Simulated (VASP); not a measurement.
# PtS2 (P-3m1) in VASP: notebook

The runs below take PtS2 through single point, relaxation of cell and atoms, with PBE+D3(BJ), PBE, r2SCAN+rVV10, r2SCAN.

Everything below comes from runs of VASP 6.6.1. Logs are shortened: lines on timing, memory, paths and dates and some standing lists are left out, and cuts for length are marked.

### 1 The cell of the first run

It takes space group P-3m1 (No. 164, trigonal). The conventional cell has a = 3.584 Å, b = 3.584 Å, c = 4.657 Å, α = 90.00°, β = 90.00°, γ = 120.00°. Within 3.2 Å of Pt (site symmetry -3m) lie 6 S at 2.39 Å. S (site symmetry 3m) has 3 Pt at 2.39 Å and 6 S at 3.05 to 3.18 Å within 3.2 Å.

### 2 Single point, PBE+D3(BJ)

Input file INCAR:

```
SYSTEM = PtS2
  PREC = Accurate
  ENCUT = 520
  EDIFF = 1E-6
  ISMEAR = -1
  SIGMA = 0.02
  LREAL = .FALSE.
  LASPH = .TRUE.
  NELM = 80
  ALGO = Normal
  ISIF = 2
  LWAVE = .FALSE.
  LCHARG = .TRUE.
  GGA = PE
  IVDW = 12
  LELF = .TRUE.
  LVHAR = .TRUE.
  NBANDS = 18
```

Input file KPOINTS:

```
Automatic mesh
0
G
  12 12 4
  0 0 0
```

Input file POSCAR:

```
PtS2
1.0
    3.5837250780      0.0000000000      0.0000000000
   -1.7918625390      3.1035969577      0.0000000000
    0.0000000000      0.0000000000      4.6567800248
Pt S
1 2
Direct
    0.0000000000      0.0000000000      0.0000000000
    0.3333333333      0.6666666667      0.2589672732
    0.6666666667      0.3333333333      0.7410327268
```

Potentials or basis: VASP PAW PBE potentials, release 64 (Pt, S).

Command:

```
$ cat potpaw_PBE.64/Pt/POTCAR potpaw_PBE.64/S/POTCAR > POTCAR
$ mpirun -np 1 vasp_std > vasp.out
```

OUTCAR:

```text
SYSTEM = PtS2
   PREC = Accurate
   ENCUT = 520
   EDIFF = 1E-6
   ISMEAR = -1
   LREAL = .FALSE.
   LASPH = .TRUE.
   NELM = 80
   ISIF = 2
   GGA = PE
   IVDW = 12
 IVDW          = 12

 ion  position               nearest neighbor table
   1  0.000  0.000  0.000-   2 2.39   3 2.39   2 2.39   3 2.39   3 2.39   2 2.39
   2  0.333  0.667  0.259-   1 2.39   1 2.39   1 2.39
   3  0.667  0.333  0.741-   1 2.39   1 2.39   1 2.39

  LATTYP: Found a hexagonal cell.
 ALAT       =     3.5837250780
 C/A-ratio  =     1.2994244601

  Lattice vectors:

 A1 = (   3.5837250780,   0.0000000000,   0.0000000000)
 A2 = (  -1.7918625390,   3.1035969577,   0.0000000000)
 A3 = (   0.0000000000,   0.0000000000,   4.6567800248)

Analysis of symmetry for initial positions (statically):
=====================================================================
 Subroutine PRICEL returns:
 Original cell was already a primitive cell.

 Routine SETGRP: Setting up the symmetry group for a
 hexagonal supercell.

 Subroutine GETGRP returns: Found 12 space group operations
 (whereof 12 operations were pure point group operations)
 out of a pool of 24 trial point group operations.

The static configuration has the point symmetry D_3d.

Analysis of symmetry for dynamics (positions and initial velocities):
=====================================================================
 Subroutine PRICEL returns:
 Original cell was already a primitive cell.

 Routine SETGRP: Setting up the symmetry group for a
 hexagonal supercell.

 Subroutine GETGRP returns: Found 12 space group operations
 (whereof 12 operations were pure point group operations)
 out of a pool of 24 trial point group operations.

The dynamic configuration has the point symmetry D_3d.

 Subroutine INISYM returns: Found 12 space group operations
 (whereof 12 operations are pure point group operations),
 and found     1 'primitive' translations

----------------------------------------------------------------------------------------

                                     Primitive cell

  volume of cell :      51.7947

  direct lattice vectors                    reciprocal lattice vectors
     3.583725078  0.000000000  0.000000000     0.279039262  0.161103393  0.000000000
    -1.791862539  3.103596958  0.000000000     0.000000000  0.322206786  0.000000000
     0.000000000  0.000000000  4.656780025     0.000000000  0.000000000  0.214740657

  length of vectors
     3.583725078  3.583725078  4.656780025     0.322206786  0.322206786  0.214740657

  position of ions in fractional coordinates (direct lattice)
     0.000000000  0.000000000  0.000000000
     0.333333333  0.666666667  0.258967273
     0.666666667  0.333333333  0.741032727

  ion indices of the primitive-cell ions
   primitive index   ion index
                 1           1
                 2           2
                 3           3

----------------------------------------------------------------------------------------

 KPOINTS: Automatic mesh

Automatic generation of k-mesh.
 Grid dimensions read from file:
 generate k-points for:   12   12    4

 Generating k-lattice:

  Cartesian coordinates                     Fractional coordinates (reciprocal lattice)
     0.023253272  0.013425283  0.000000000     0.083333333  0.000000000  0.000000000
     0.000000000  0.026850565  0.000000000     0.000000000  0.083333333  0.000000000
     0.000000000  0.000000000  0.053685164     0.000000000  0.000000000  0.250000000

  Length of vectors
     0.026850565  0.026850565  0.053685164

  Shift w.r.t. Gamma in fractional coordinates (k-lattice)
     0.000000000  0.000000000  0.000000000

 Subroutine IBZKPT returns following result:
 ===========================================

 Found     69 irreducible k-points:

 Following reciprocal coordinates:
            Coordinates               Weight
  0.000000  0.000000  0.000000      1.000000
  0.083333  0.000000  0.000000      6.000000
  0.166667  0.000000  0.000000      6.000000
  0.250000 -0.000000  0.000000      6.000000
  0.333333  0.000000  0.000000      6.000000
  0.416667  0.000000  0.000000      6.000000
[... 16 lines left out ...]
  0.166667  0.000000  0.250000      6.000000
  0.000000  0.166667  0.250000      6.000000
 [... further k-points ...]
   k-points           NKPTS =     69   k-points in BZ     NKDIM =     69   number of bands    NBANDS=     18
   number of dos      NEDOS =    301   number of ions     NIONS =      3
   total plane-waves  NPLWV =  28224
   dimension x,y,z NGX =    28 NGY =   28 NGZ =   36
   dimension x,y,z NGXF=    56 NGYF=   56 NGZF=   72
   ions per type =               1   2
   NGX,Y,Z   is equivalent  to a cutoff of  12.99, 12.99, 12.85 a.u.
   NGXF,Y,Z  is equivalent  to a cutoff of  25.98, 25.98, 25.70 a.u.
 SYSTEM =  PtS2
   PREC   = accura    normal or accurate (medium, high low for compatibility)
   ISTART =      0    job   : 0-new  1-cont  2-samecut
   ICHARG =      2    charge: 1-file 2-atom 10-const
   ISPIN  =      1    spin polarized calculation?
   LNONCOLLINEAR =      F non collinear calculations
   LSORBIT =      F    spin-orbit coupling
   LASPH  =      T    aspherical Exc in radial PAW
   ENCUT  =  520.0 eV  38.22 Ry    6.18 a.u.   6.66  6.66  8.66*2*pi/ulx,y,z
   NELM   =     80;   NELMIN=  2; NELMDL= -5     # of ELM steps
   EDIFF  = 0.1E-05   stopping-criterion for ELM
   LREAL  =      F    real-space projection
   EDIFFG = 0.1E-04   stopping-criterion for IOM
   NSW    =      0    number of steps for IOM
   IBRION =     -1    ionic relax: 0-MD 1-quasi-New 2-CG
   NFREE  =      0    steps in history (QN), initial steepest desc. (CG)
   ISIF   =      2    stress and relaxation
   ISYM   =      2    0-nonsym 1-usesym 2-fastsym
   POTIM  = 0.5000    time-step for ionic-motion
   TEBEG  =    0.0;   TEEND  =   0.0 temperature during run
   PSTRESS=    0.0 pullay stress
   NELECT =      22.0000    total number of electrons
   NUPDOWN=      -1.0000    fix difference up-down
   EMIN   =  10.00;   EMAX   =-10.00  energy-range for DOS
   EFERMI =   0.00;   METHOD = LEGACY
   ISMEAR =    -1;   SIGMA  =   0.02  broadening in eV -4-tet -1-fermi 0-gaus
   EFERMI_NEDOS =   21; number of points for ismear=-14 and -15
   IALGO  =     38    algorithm
   IMIX   =      4    mixing-type and parameters
     AMIX     =   0.40;   BMIX     =  1.00
     AMIX_MAG =   1.60;   BMIX_MAG =  1.00
  volume/ion in A,a.u.               =      17.26       116.51
  Fermi-wavevector in a.u.,A,eV,Ry     =   1.230610  2.325516 20.604680  1.514401
  Thomas-Fermi vector in A             =   2.365452
   LORBIT       =      0    0 simple, 1 ext, 2 COOP (PROOUT), +10 PAW based schemes
   GGA     = PE    functional components
   LHFCALC =     F    Hartree Fock is set to
   AEXX    =    0.0000 exact exchange contribution
   IVDW    =    12    specifies the selected vdW correction
   LEPSILON=     F    determine dielectric tensor
   LRPA    =     F    only Hartree local field effects (RPA)
 non-spin polarized calculation
  energy-cutoff  :      520.00
  volume of cell :       51.79
 maximum number of plane-waves:      1421
 NGX is ok and might be reduce to    28
   NGX = 13   NGY = 13   NGZ = 17

 number of electron      21.9999997 magnetization

 Free energy of the ion-electron system (eV)
  ---------------------------------------------------
  ext. energy  EPLUGINS =         0.00000000
  ---------------------------------------------------
  free energy    TOTEN  =       -15.31400909 eV

  energy without entropy =      -15.31381468  energy(sigma->0) =      -15.31391188

 E-fermi :   8.0250     XC(G=0): -11.0503

 val. band max:        8.0241824472   @ k =   0.0000   0.0000   0.0000
 cond. band min:       8.0834977758   @ k =   0.0000   0.3333   0.2500
 fundamental gap:      0.0593153287
 Fermi energy:         8.0249625949

 k-point     1 :       0.0000    0.0000    0.0000
  band No.  band energies     occupation
      1      -7.9833      2.00000
      2      -4.5485      2.00000
      3       0.3455      2.00000
      4       0.8993      2.00000
      5       0.8993      2.00000
      6       3.7422      2.00000
[... 10 lines left out ...]
     17      15.3599      0.00000
     18      20.3188      0.00000

 k-point     2 :       0.0833    0.0000    0.0000
  band No.  band energies     occupation
      1      -7.8964      2.00000
      2      -4.6129      2.00000
      3       0.4428      2.00000
      4       0.9574      2.00000
      5       0.9971      2.00000
      6       3.6154      2.00000
[... 10 lines left out ...]
     17      15.6162      0.00000
     18      18.9446      0.00000

 k-point     3 :       0.1667    0.0000    0.0000
  band No.  band energies     occupation
      1      -7.6442      2.00000
      2      -4.7839      2.00000
      3       0.7181      2.00000
      4       1.1187      2.00000
      5       1.2693      2.00000
      6       3.1724      2.00000
[... 10 lines left out ...]
     17      16.2506      0.00000
     18      17.5202      0.00000

 k-point     4 :       0.2500   -0.0000    0.0000
  band No.  band energies     occupation
      1      -7.2534      2.00000
      2      -5.0140      2.00000
      3       1.1002      2.00000
      4       1.3406      2.00000
      5       1.6360      2.00000
      6       2.4530      2.00000
[... 375 lines left out ...]
      4       0.9627      2.00000
      5       1.5340      2.00000
      6       3.5186      2.00000
[... 10 lines left out ...]
     17      15.8857      0.00000
     18      17.4956      0.00000

 k-point    23 :       0.1667    0.0000    0.2500
  band No.  band energies     occupation
      1      -7.3611      2.00000
      2      -5.3470      2.00000
      3       0.7244      2.00000
      4       1.1927      2.00000
      5       1.8823      2.00000
      6       3.2242      2.00000
[... 10 lines left out ...]
     17      15.4081      0.00000
     18      16.7011      0.00000

 k-point    24 :       0.0000    0.1667    0.2500
  band No.  band energies     occupation
      1      -7.3802      2.00000
      2      -5.2942      2.00000
      3       0.6364      2.00000
      4       1.0830      2.00000
      5       1.9522      2.00000
      6       2.9307      2.00000
[... 10 lines left out ...]
     17      16.5672      0.00000
     18      16.9737      0.00000

 [... further k-points ...]

------------------------ aborting loop because EDIFF is reached ----------------------------------------

 Edisp (eV)   -1.35563

 E8    (eV) :    -0.5443

  FORCE on cell =-STRESS in cart. coord.  units (eV):
  Direction    XX          YY          ZZ          XY          YZ          ZX
  --------------------------------------------------------------------------------------
  -------------------------------------------------------------------------------------
  Total      -0.17013    -0.17013    -0.09607     0.00000     0.00000     0.00000
  in kB      -5.26280    -5.26280    -2.97181     0.00000     0.00000     0.00000
  external pressure =       -4.50 kB  Pullay stress =        0.00 kB

 VOLUME and BASIS-vectors are now :
 -----------------------------------------------------------------------------
  energy-cutoff  :      520.00
  volume of cell :       51.79
      direct lattice vectors                 reciprocal lattice vectors
     3.583725078  0.000000000  0.000000000     0.279039262  0.161103393  0.000000000
    -1.791862539  3.103596958  0.000000000     0.000000000  0.322206786  0.000000000
     0.000000000  0.000000000  4.656780025     0.000000000  0.000000000  0.214740657

 POSITION                                       TOTAL-FORCE (eV/Angst)
 -----------------------------------------------------------------------------------
      0.00000      0.00000      0.00000        -0.000000      0.000000      0.000000
     -0.00000      2.06906      1.20595         0.000000      0.000000     -0.042331
      1.79186      1.03453      3.45083         0.000000     -0.000000      0.042331
 -----------------------------------------------------------------------------------
    total drift:                               -0.000000      0.000000      0.000000

  FREE ENERGIE OF THE ION-ELECTRON SYSTEM (eV)
  ---------------------------------------------------
  free  energy   TOTEN  =       -16.6696386240 eV

  energy  without entropy=      -16.6694442095  energy(sigma->0) =      -16.66954142
```

Wall time 24 s (1 thread of AMD EPYC 9R45 (Zen 5), shared host); peak memory 0.19 GiB.

What came out:

```
Free energy                : -16.6696 eV
Pressure                   : -0.4 GPa
Largest force              : 0.042 eV/Å
Band gap on the k mesh     : 0.06 eV (least direct gap 0.69 eV)
Dispersion energy per atom : -0.452 eV
```

Forces in eV/Å, atoms in the order of the input:
```
Pt   0.000  0.000  0.000
S    0.000  0.000 -0.042
S    0.000  0.000  0.042
```

Stress tensor (GPa, compression positive):
```
-0.53  0.00  0.00
 0.00 -0.53  0.00
 0.00  0.00 -0.30
```

Levels at points of the mesh, in eV from the valence-band top:
```
           k point  band 8  band 9  band 10  band 11  band 12  band 13  band 14  band 15
(0.00, 0.00, 0.00)   -2.54   -1.65    -1.65     0.00     1.10     1.10     3.56     4.96
(0.50, 0.00, 0.00)   -4.11   -3.64    -3.55    -3.02     0.70     2.25     5.21     6.26
(0.00, 0.00, 0.50)   -3.32   -2.19    -2.19    -1.59     2.20     2.20     5.25     6.78
(0.50, 0.00, 0.50)   -3.67   -3.29    -3.23    -1.59     0.71     1.58     4.83     5.04
```

Caveat: spin-orbit coupling is left out, which moves the levels of the heavy elements.

### 3 Single point, PBE

This run uses another cell than the first one, of 18.66 Å³/atom.

Input file INCAR:

```
SYSTEM = PtS2
ALGO = Normal
EDIFF = 1E-7
ENCUT = 520
GGA = PE
ISIF = 2
ISMEAR = -1
LASPH = .TRUE.
LCHARG = .FALSE.
LREAL = .FALSE.
LWAVE = .FALSE.
NBANDS = 18
NELM = 80
PREC = Accurate
SIGMA = 0.02
```

Input file KPOINTS:

```
k-points
0
G
  12 12 6
  0 0 0
```

Input file POSCAR:

```
PtS2
1.0
    3.5526415796      0.0000000000      0.0000000000
   -1.7763207898      3.0766778585      0.0000000000
    0.0000000000      0.0000000000      5.1227110578
Pt S
1 2
Direct
    0.0000000000      0.0000000000      0.0000000000
    0.3333333333      0.6666666667      0.2392599766
    0.6666666667      0.3333333333      0.7607400234
```

Potentials or basis: VASP PAW PBE potentials, release 64 (Pt, S).

Command:

```
$ cat potpaw_PBE.64/Pt/POTCAR potpaw_PBE.64/S/POTCAR > POTCAR
$ mpirun -np 1 vasp_std > vasp.out
```

OUTCAR:

```text
SYSTEM = PtS2
   EDIFF = 1E-7
   ENCUT = 520
   GGA = PE
   ISIF = 2
   ISMEAR = -1
   LASPH = .TRUE.
   LREAL = .FALSE.
   NELM = 80
   PREC = Accurate

 ion  position               nearest neighbor table
   1  0.000  0.000  0.000-   2 2.39   3 2.39   3 2.39   2 2.39   3 2.39   2 2.39
   2  0.333  0.667  0.239-   1 2.39   1 2.39   1 2.39
   3  0.667  0.333  0.761-   1 2.39   1 2.39   1 2.39

  LATTYP: Found a hexagonal cell.
 ALAT       =     3.5526415796
 C/A-ratio  =     1.4419442387

  Lattice vectors:

[... 677 lines left out ...]
      6       2.0804      2.00000
[... 10 lines left out ...]
     17      15.8399      0.00000
     18      15.8436      0.00000

 [... further k-points ...]
[... 5 lines left out ...]
  --------------------------------------------------------------------------------------
  -------------------------------------------------------------------------------------
  Total        1.2697749      1.2697749      0.8074394      0.0000000      0.0000000      0.0000000
  in kB       36.3332335     36.3332335     23.1040034      0.0000000      0.0000000      0.0000000
  external PRESSURE =      31.9234901 kB  Pullay stress =       0.0000000 kB

 VOLUME and BASIS-vectors are now :
 -----------------------------------------------------------------------------
  energy-cutoff  :      520.00
  volume of cell :       55.99
      direct lattice vectors                 reciprocal lattice vectors
     3.552641580  0.000000000  0.000000000     0.281480689  0.162512952  0.000000000
    -1.776320790  3.076677859  0.000000000     0.000000000  0.325025903  0.000000000
     0.000000000  0.000000000  5.122711058     0.000000000  0.000000000  0.195209136

 POSITION                                       TOTAL-FORCE (eV/Angst)
 -----------------------------------------------------------------------------------
      0.00000      0.00000      0.00000         0.000000      0.000000      0.000000
     -0.00000      2.05112      1.22566         0.000000      0.000000      0.026043
      1.77632      1.02556      3.89705        -0.000000      0.000000     -0.026043
 -----------------------------------------------------------------------------------
    total drift:                                0.000000     -0.000000      0.000000

  FREE ENERGIE OF THE ION-ELECTRON SYSTEM (eV)
  ---------------------------------------------------
  free  energy   TOTEN  =       -15.3964437653 eV

  energy  without entropy=      -15.3964437651  energy(sigma->0) =      -15.39644377
```

stdout:

```text
POSCAR found type information on POSCAR PtS
 POSCAR found :  2 types and       3 ions
 scaLAPACK will be used
 LDA part: xc-table for (Slater+PW92), standard interpolation
 POSCAR, INCAR and KPOINTS ok, starting setup
 FFT: planning ... GRIDC
 FFT: planning ... GRID_SOFT
 FFT: planning ... GRID
 WAVECAR not read
 entering main loop
```

It took 38 s on 1 thread of AMD EPYC 9R45 (Zen 5), shared host; peak memory 0.22 GiB.

Results:

```yaml
Free_energy: -15.3964 eV
Pressure: 3.2 GPa
Largest_force: 0.026 eV/Å
Band_gap_on_the_k_mesh: 0.71 eV (least direct gap 0.97 eV)
```

Forces on the atoms (eV/Å):
```
Pt   0.000  0.000  0.000
S    0.000  0.000  0.026
S    0.000  0.000 -0.026
```

Stress tensor (GPa, compression positive):
```
3.63 0.00 0.00
0.00 3.63 0.00
0.00 0.00 2.31
```

Levels at points of the mesh, in eV from the valence-band top:
```tsv
k point	band 7	band 8	band 9	band 10	band 11	band 12	band 13	band 14	band 15	band 16
(0.00, 0.00, 0.00)	-3.72	-1.98	-1.03	-1.03	-0.02	2.12	2.12	4.77	5.43	8.08
(0.50, 0.00, 0.00)	-3.15	-3.09	-3.02	-2.92	-2.40	1.56	2.57	5.44	6.46	8.20
(0.00, 0.00, 0.50)	-3.74	-2.57	-1.26	-1.26	-1.11	2.64	2.64	5.57	7.08	7.77
(0.50, 0.00, 0.50)	-3.09	-3.03	-2.70	-2.66	-1.42	1.75	2.23	5.08	5.49	7.63
```

Caveat: the cell stands under pressure; spin-orbit coupling is left out, which moves the levels of the heavy elements.

(Continued in part 2 of 2.)
